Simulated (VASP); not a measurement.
# Ge in VASP: notebook

The runs below take Ge through single point, with PBE+D3(BJ).

Everything below comes from runs of VASP 6.6.1. Logs are shortened: lines on timing, memory, paths and dates and some standing lists are left out, and cuts for length are marked.

### 1 The cell of the first run

The cell holds a slab with vacuum, 4 atoms: a = 4.023 Å, b = 4.023 Å, c = 18.869 Å, α = 90.00°, β = 90.00°, γ = 120.00°.

### 2 Single point, PBE+D3(BJ) (layers slid over each other)

INCAR reads:

```
PREC = Accurate
ENCUT = 520
EDIFF = 1E-7
ISMEAR = 0
SIGMA = 0.1
LREAL = False
LASPH = True
NELM = 100
ALGO = Normal
ISIF = 2
LWAVE = False
LCHARG = True
LDIPOL = True
IDIPOL = 3
DIPOL = 0.5 0.5 0.387
GGA = PE
IVDW = 12
LELF = True
LVHAR = True
LVACPOTAV = True
NBANDS = 36
```

KPOINTS reads:

```
regular mesh
0
Gamma
  9 9 1
```

POSCAR reads:

```
Ge
1.0
    4.0226895355      0.0000000000      0.0000000000
   -2.0113447678      3.4837513293      0.0000000000
    0.0000000000      0.0000000000     18.8685220287
Ge
4
Direct
    0.3333333333      0.6666666667      0.2747571329
    0.6666666667      0.3333333333      0.2384924475
    0.0000000000      1.6666666667      0.5362646853
    0.3333333333      1.3333333333      0.5000000000
```

Potentials or basis: VASP PAW PBE potentials, release 64 (Ge_d).

Command:

```bash
$ cat potpaw_PBE.64/Ge_d/POTCAR > POTCAR
$ mpirun -np 1 vasp_std > vasp.out
```

OUTCAR:

```text
PREC = Accurate
   ENCUT = 520
   EDIFF = 1E-7
   ISMEAR = 0
   LREAL = False
   LASPH = True
   NELM = 100
   ISIF = 2
   GGA = PE
   IVDW = 12
 IVDW          = 12

 ion  position               nearest neighbor table
   1  0.333  0.667  0.275-   2 2.42   2 2.42   2 2.42
   2  0.667  0.333  0.238-   1 2.42   1 2.42   1 2.42
   3  0.000  0.667  0.536-   4 2.42   4 2.42   4 2.42
   4  0.333  0.333  0.500-   3 2.42   3 2.42   3 2.42

  LATTYP: Found a hexagonal cell.
 ALAT       =     4.0226895355
 C/A-ratio  =     4.6905240542

  Lattice vectors:

 A1 = (   4.0226895355,   0.0000000000,   0.0000000000)
 A2 = (  -2.0113447678,   3.4837513293,   0.0000000000)
 A3 = (   0.0000000000,   0.0000000000,  18.8685220287)

Analysis of symmetry for initial positions (statically):
=====================================================================
 Subroutine PRICEL returns:
 Original cell was already a primitive cell.

 Routine SETGRP: Setting up the symmetry group for a
 hexagonal supercell.

 Subroutine GETGRP returns: Found  2 space group operations
 (whereof  1 operations were pure point group operations)
 out of a pool of 24 trial point group operations.

The static configuration has the point symmetry C_1 .
 The point group associated with its full space group is S_2 .

Analysis of symmetry for dynamics (positions and initial velocities):
=====================================================================
 Subroutine PRICEL returns:
 Original cell was already a primitive cell.

 Routine SETGRP: Setting up the symmetry group for a
 hexagonal supercell.

 Subroutine GETGRP returns: Found  2 space group operations
 (whereof  1 operations were pure point group operations)
 out of a pool of 24 trial point group operations.

The dynamic configuration has the point symmetry C_1 .
 The point group associated with its full space group is S_2 .

 Subroutine INISYM returns: Found  2 space group operations
 (whereof  1 operations are pure point group operations),
 and found     1 'primitive' translations

----------------------------------------------------------------------------------------

                                     Primitive cell

  volume of cell :     264.4244

  direct lattice vectors                    reciprocal lattice vectors
     4.022689535  0.000000000  0.000000000     0.248589903  0.143523447  0.000000000
    -2.011344768  3.483751329  0.000000000     0.000000000  0.287046894  0.000000000
     0.000000000  0.000000000 18.868522029     0.000000000  0.000000000  0.052998322

  length of vectors
     4.022689535  4.022689536 18.868522029     0.287046894  0.287046894  0.052998322

  position of ions in fractional coordinates (direct lattice)
     0.333333333  0.666666667  0.274757133
     0.666666667  0.333333333  0.238492448
     0.000000000  0.666666667  0.536264685
     0.333333333  0.333333333  0.500000000

  ion indices of the primitive-cell ions
   primitive index   ion index
                 1           1
                 2           2
                 3           3
                 4           4

----------------------------------------------------------------------------------------

 KPOINTS: regular mesh

Automatic generation of k-mesh.
 Grid dimensions read from file:
 generate k-points for:    9    9    1

 Generating k-lattice:

  Cartesian coordinates                     Fractional coordinates (reciprocal lattice)
     0.027621100  0.015947050  0.000000000     0.111111111  0.000000000  0.000000000
     0.000000000  0.031894099  0.000000000     0.000000000  0.111111111  0.000000000
     0.000000000  0.000000000  0.052998322     0.000000000  0.000000000  1.000000000

  Length of vectors
     0.031894099  0.031894099  0.052998322

  Shift w.r.t. Gamma in fractional coordinates (k-lattice)
     0.000000000  0.000000000  0.000000000

 Subroutine IBZKPT returns following result:
 ===========================================

 Found     41 irreducible k-points:

 Following reciprocal coordinates:
            Coordinates               Weight
  0.000000  0.000000  0.000000      1.000000
  0.111111  0.000000  0.000000      2.000000
  0.000000  0.111111  0.000000      2.000000
 -0.111111  0.111111  0.000000      2.000000
  0.222222  0.000000  0.000000      2.000000
  0.000000  0.222222  0.000000      2.000000
[... 16 lines left out ...]
  0.333333  0.111111  0.000000      2.000000
 -0.111111  0.444444  0.000000      2.000000
 [... further k-points ...]
   k-points           NKPTS =     41   k-points in BZ     NKDIM =     41   number of bands    NBANDS=     36
   number of dos      NEDOS =    301   number of ions     NIONS =      4
   total plane-waves  NPLWV = 126000
   dimension x,y,z NGX =    30 NGY =   30 NGZ =  140
   dimension x,y,z NGXF=    60 NGYF=   60 NGZF=  280
   ions per type =               4
   NGX,Y,Z   is equivalent  to a cutoff of  12.40, 12.40, 12.34 a.u.
   NGXF,Y,Z  is equivalent  to a cutoff of  24.80, 24.80, 24.67 a.u.
 SYSTEM =  unknown system
   PREC   = accura    normal or accurate (medium, high low for compatibility)
   ISTART =      0    job   : 0-new  1-cont  2-samecut
   ICHARG =      2    charge: 1-file 2-atom 10-const
   ISPIN  =      1    spin polarized calculation?
   LNONCOLLINEAR =      F non collinear calculations
   LSORBIT =      F    spin-orbit coupling
   LASPH  =      T    aspherical Exc in radial PAW
   ENCUT  =  520.0 eV  38.22 Ry    6.18 a.u.   7.48  7.48 35.08*2*pi/ulx,y,z
   NELM   =    100;   NELMIN=  2; NELMDL= -5     # of ELM steps
   EDIFF  = 0.1E-06   stopping-criterion for ELM
   LREAL  =      F    real-space projection
   EDIFFG = 0.1E-05   stopping-criterion for IOM
   NSW    =      0    number of steps for IOM
   IBRION =     -1    ionic relax: 0-MD 1-quasi-New 2-CG
   NFREE  =      0    steps in history (QN), initial steepest desc. (CG)
   ISIF   =      2    stress and relaxation
   ISYM   =      2    0-nonsym 1-usesym 2-fastsym
   POTIM  = 0.5000    time-step for ionic-motion
   TEBEG  =    0.0;   TEEND  =   0.0 temperature during run
   PSTRESS=    0.0 pullay stress
   NELECT =      56.0000    total number of electrons
   NUPDOWN=      -1.0000    fix difference up-down
   EMIN   =  10.00;   EMAX   =-10.00  energy-range for DOS
   EFERMI =   0.00;   METHOD = LEGACY
   ISMEAR =     0;   SIGMA  =   0.10  broadening in eV -4-tet -1-fermi 0-gaus
   EFERMI_NEDOS =   21; number of points for ismear=-14 and -15
   IALGO  =     38    algorithm
   IMIX   =      4    mixing-type and parameters
     AMIX     =   0.40;   BMIX     =  1.00
     AMIX_MAG =   1.60;   BMIX_MAG =  1.00
  volume/ion in A,a.u.               =      66.11       446.11
  Fermi-wavevector in a.u.,A,eV,Ry     =   0.975821  1.844035 12.955840  0.952227
  Thomas-Fermi vector in A             =   2.106391
   LORBIT       =      0    0 simple, 1 ext, 2 COOP (PROOUT), +10 PAW based schemes
   GGA     = PE    functional components
   LHFCALC =     F    Hartree Fock is set to
   AEXX    =    0.0000 exact exchange contribution
   IVDW    =    12    specifies the selected vdW correction
   LEPSILON=     F    determine dielectric tensor
   LRPA    =     F    only Hartree local field effects (RPA)
 non-spin polarized calculation
 Gauss-broadening in eV      SIGMA  =   0.10
  energy-cutoff  :      520.00
  volume of cell :      264.42
 maximum number of plane-waves:      7165
 NGX is ok and might be reduce to    30
   NGX = 15   NGY = 15   NGZ = 71

 dipolmoment           0.000000      0.000000      0.000131 electrons x Angstroem

 number of electron      55.9999999 magnetization

 dipolmoment           0.000000      0.000000     -0.000002 electrons x Angstroem

 Free energy of the ion-electron system (eV)
  ---------------------------------------------------
  ext. energy  EPLUGINS =         0.00000000
  ---------------------------------------------------
  free energy    TOTEN  =       -16.18051489 eV

  energy without entropy =      -16.17943204  energy(sigma->0) =      -16.17997346

 E-fermi :  -1.3443     XC(G=0):  -4.4547

 val. band max:       -1.4415433648   @ k =   0.3333   0.3333   0.0000
 cond. band min:      -1.2470187503   @ k =   0.3333   0.3333   0.0000
 fundamental gap:      0.1945246145
 Fermi energy:        -1.3442813467

 k-point     1 :       0.0000    0.0000    0.0000
  band No.  band energies     occupation
      1     -25.8483      2.00000
      2     -25.8482      2.00000
      3     -25.8482      2.00000
      4     -25.8482      2.00000
      5     -25.7980      2.00000
      6     -25.7980      2.00000
[... 28 lines left out ...]
     35       2.5884      0.00000
     36       2.5893      0.00000

 k-point     2 :       0.1111    0.0000    0.0000
  band No.  band energies     occupation
      1     -25.8548      2.00000
      2     -25.8547      2.00000
      3     -25.8529      2.00000
      4     -25.8529      2.00000
      5     -25.8100      2.00000
      6     -25.8099      2.00000
[... 28 lines left out ...]
     35       3.0567      0.00000
     36       3.1021      0.00000

 k-point     3 :       0.0000    0.1111    0.0000
  band No.  band energies     occupation
      1     -25.8548      2.00000
      2     -25.8547      2.00000
      3     -25.8529      2.00000
      4     -25.8529      2.00000
      5     -25.8101      2.00000
      6     -25.8099      2.00000
[... 28 lines left out ...]
     35       3.0634      0.00000
     36       3.0993      0.00000

 k-point     4 :      -0.1111    0.1111    0.0000
  band No.  band energies     occupation
      1     -25.8548      2.00000
      2     -25.8547      2.00000
      3     -25.8529      2.00000
      4     -25.8529      2.00000
      5     -25.8101      2.00000
      6     -25.8098      2.00000
[... 28 lines left out ...]
     35       3.0518      0.00000
     36       3.0966      0.00000

 k-point     5 :       0.2222    0.0000    0.0000
  band No.  band energies     occupation
      1     -25.8644      2.00000
      2     -25.8643      2.00000
      3     -25.8608      2.00000
      4     -25.8608      2.00000
      5     -25.8227      2.00000
      6     -25.8225      2.00000
[... 655 lines left out ...]
 k-point    22 :       0.3333   -0.1111    0.0000
  band No.  band energies     occupation
      1     -25.8706      2.00000
      2     -25.8705      2.00000
      3     -25.8637      2.00000
      4     -25.8637      2.00000
      5     -25.8310      2.00000
      6     -25.8309      2.00000
[... 28 lines left out ...]
     35       3.9224      0.00000
     36       3.9582      0.00000

 k-point    23 :       0.3333    0.1111    0.0000
  band No.  band energies     occupation
      1     -25.8761      2.00000
      2     -25.8761      2.00000
      3     -25.8623      2.00000
      4     -25.8623      2.00000
      5     -25.8438      2.00000
      6     -25.8436      2.00000
[... 28 lines left out ...]
     35       4.3882      0.00000
     36       4.9641      0.00000

 k-point    24 :      -0.1111    0.4444    0.0000
  band No.  band energies     occupation
      1     -25.8761      2.00000
      2     -25.8761      2.00000
      3     -25.8624      2.00000
      4     -25.8623      2.00000
      5     -25.8438      2.00000
      6     -25.8436      2.00000
[... 28 lines left out ...]
     35       4.4997      0.00000
     36       4.7385      0.00000

 [... further k-points ...]

------------------------ aborting loop because EDIFF is reached ----------------------------------------

 Edisp (eV)   -0.76037

 E8    (eV) :    -0.3478

  FORCE on cell =-STRESS in cart. coord.  units (eV):
  Direction    XX          YY          ZZ          XY          YZ          ZX
  --------------------------------------------------------------------------------------
  -------------------------------------------------------------------------------------
  Total      -0.16749    -0.21143    -0.69317     0.00612     0.07125    -0.05047
  in kB      -1.01484    -1.28109    -4.20002     0.03708     0.43171    -0.30580
  external pressure =       -2.17 kB  Pullay stress =        0.00 kB

 VOLUME and BASIS-vectors are now :
 -----------------------------------------------------------------------------
  energy-cutoff  :      520.00
  volume of cell :      264.42
      direct lattice vectors                 reciprocal lattice vectors
     4.022689535  0.000000000  0.000000000     0.248589903  0.143523447  0.000000000
    -2.011344768  3.483751329  0.000000000     0.000000000  0.287046894  0.000000000
     0.000000000  0.000000000 18.868522029     0.000000000  0.000000000  0.052998322

 POSITION                                       TOTAL-FORCE (eV/Angst)
 -----------------------------------------------------------------------------------
     -0.00000      2.32250      5.18426         0.006264     -0.017750      0.120398
      2.01134      1.16125      4.50000         0.004226      0.000696      0.023338
     -1.34090      2.32250     10.11852        -0.004226     -0.000696     -0.023338
      0.67045      1.16125      9.43426        -0.006264      0.017750     -0.120398
 -----------------------------------------------------------------------------------
    total drift:                                0.000000     -0.000000      0.000057

  FREE ENERGIE OF THE ION-ELECTRON SYSTEM (eV)
  ---------------------------------------------------
  free  energy   TOTEN  =       -16.9408878442 eV

  energy  without entropy=      -16.9398050011  energy(sigma->0) =      -16.94034642

 vacuum level on the upper side and lower side of the slab         3.129         3.129
```

Wall time 7.7 min (1 thread of Intel Xeon Platinum 8488C (Sapphire Rapids), shared host); peak memory 0.53 GiB.

Results:

| Property | Result |
| --- | --- |
| Free energy | -16.9409 eV |
| Largest force | 0.122 eV/Å |
| Band gap on the k mesh | 0.19 eV |
| Dispersion energy per atom | -0.190 eV |

Forces on the atoms (eV/Å):
```
Ge   0.006 -0.018  0.120
Ge   0.004  0.001  0.023
Ge  -0.004 -0.001 -0.023
Ge  -0.006  0.018 -0.120
```

Levels at points of the mesh, in eV from the valence-band top:
```tsv
k point	band 25	band 26	band 27	band 28	band 29	band 30	band 31	band 32
(0.00, 0.00, 0.00)	-0.35	-0.35	-0.34	-0.34	0.62	0.74	2.08	3.25
```

Caveat: the cell differs from its parent crystal (layers slid over each other); semilocal functionals underestimate gaps, and a narrow one can read as zero.

### 3 Single point, PBE+D3(BJ) (layers slid over each other)

INCAR reads:

```
SYSTEM = Ge
PREC = Accurate ; ENCUT = 520
EDIFF = 1E-7 ; ISMEAR = 0
SIGMA = 0.1 ; LREAL = .False.
LASPH = .True. ; NELM = 60
ALGO = Normal ; ISIF = 2
LWAVE = .False. ; LCHARG = .False.
LDIPOL = .True. ; IDIPOL = 3
DIPOL = 0.5 0.5 0.387 ; GGA = PE
IVDW = 12 ; NBANDS = 36
```

KPOINTS reads:

```
Automatic mesh
0
Gamma
  9 9 1
  0 0 0
```

Changes to POSCAR since step 2:

```diff
@@ -10,3 +10,3 @@
     0.6666666667      0.3333333333      0.2384924475
-    0.0000000000      1.6666666667      0.5362646853
-    0.3333333333      1.3333333333      0.5000000000
+    0.0000000000      1.8888888889      0.5362646853
+    0.3333333333      1.5555555556      0.5000000000
```

Potentials or basis: VASP PAW PBE potentials, release 64 (Ge_d).

Command:

```bash
$ cat potpaw_PBE.64/Ge_d/POTCAR > POTCAR
$ mpirun -np 1 vasp_std > vasp.out
```

It took 8.2 min on 1 thread of Intel Xeon Platinum 8488C (Sapphire Rapids), shared host; peak memory 0.53 GiB.

The run converged. Its results:

- Free energy: -16.9596 eV
- Largest force: 0.158 eV/Å
- Band gap on the k mesh: 0.06 eV
- Dispersion energy per atom: -0.190 eV

Forces on the atoms (eV/Å):
```
Ge   0.006 -0.012  0.158
Ge   0.001 -0.001  0.026
Ge  -0.001  0.001 -0.026
Ge  -0.006  0.012 -0.158
```

Levels at points of the mesh, in eV from the valence-band top:
```tsv
k point	band 24	band 25	band 26	band 27	band 28	band 29	band 30	band 31	band 32	band 33
(0.00, 0.00, 0.00)	-3.25	-0.43	-0.42	-0.41	-0.40	0.55	0.68	1.98	3.21	3.91
```

Caveat: the cell differs from its parent crystal (layers slid over each other); semilocal functionals underestimate gaps, and a narrow one can read as zero.

[end of part 1 of 2]
